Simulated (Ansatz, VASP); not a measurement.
# ZnS in VASP and in Ansatz

File POSCAR:

```
ZnS
1.0
    0.0000000000      2.5820497786      2.5820497786
    2.5820497786      0.0000000000      2.5820497786
    2.5820497786      2.5820497786      0.0000000000
Zn S
1 1
Direct
    0.0000000000      0.0000000000      0.0000000000
    0.2500000000      0.2500000000      0.2500000000
```

The input INCAR.step1:

```
ALGO = Normal ; EDIFF = 1E-4
ENCUT = 520 ; GGA = PE
ISMEAR = -1 ; LASPH = T
LCHARG = F ; LREAL = F
LWAVE = T ; NBANDS = 16
NELM = 60 ; PREC = Accurate
SIGMA = 0.05
```

The input INCAR.step2:

```
ALGO = Normal ; EDIFF = 1E-7
ENCUT = 520 ; ISIF = 2
ISMEAR = -1 ; ISTART = 1
LASPH = T ; LCHARG = T
LELF = T ; LMIXTAU = T
LREAL = F ; LVHAR = T
LWAVE = F ; METAGGA = R2SCAN
NBANDS = 16 ; NELM = 60
PREC = Accurate ; SIGMA = 0.05
```

KPOINTS

```
k-points
0
Gamma
  12 12 12
```

Input for Ansatz:

```yaml
crystal:
  lattice:
    - [0.0, 2.5820497786, 2.5820497786]
    - [2.5820497786, 0.0, 2.5820497786]
    - [2.5820497786, 2.5820497786, 0.0]
  atoms:
    - { symbol: Zn, position: [0.0, 0.0, 0.0] }
    - { symbol: S, position: [0.25, 0.25, 0.25] }
kpoints:
  mp_grid: { grid: [12, 12, 12] }
scf:
  occupations: { method: fermi_dirac, width: 0.05 }
hamiltonian:
  xc: r2scan
  pseudopotentials: { kind: paw }
output:
  forces: true
  stress: true
  eigenvalues: true
  populations: true
```

Change from the starting cell: volume scaled by 0.88, PAW files.

Alike in both runs: task single point; functional r2SCAN; k mesh 12 × 12 × 12; occupations fermi-dirac, width 0.05 eV; no spin polarisation.

|  | VASP | Ansatz |
| --- | --- | --- |
| version | VASP 6.6.1 | Ansatz 0.2.0 |
| potentials or method | VASP PAW PBE potentials, release 64 (Zn, S) | PAW with Ansatz's default frozen-core files, scalar-relativistic |
| plane-wave cutoff (eV) | 520 | 500 |
| valence electrons in the cell | 18 | 18 |

|  | VASP | Ansatz | Ansatz less VASP |
| --- | --- | --- | --- |
| gap on the k mesh at the Fermi level (eV) | 3.33 | 3.31 | -0.024 |
| pressure (GPa) | 13.4 | 13.3 | -0.11 |

VASP's potentials were made for PBE, not for r2SCAN. The functional is the same, so the differences come from potentials, cutoffs and numerics.
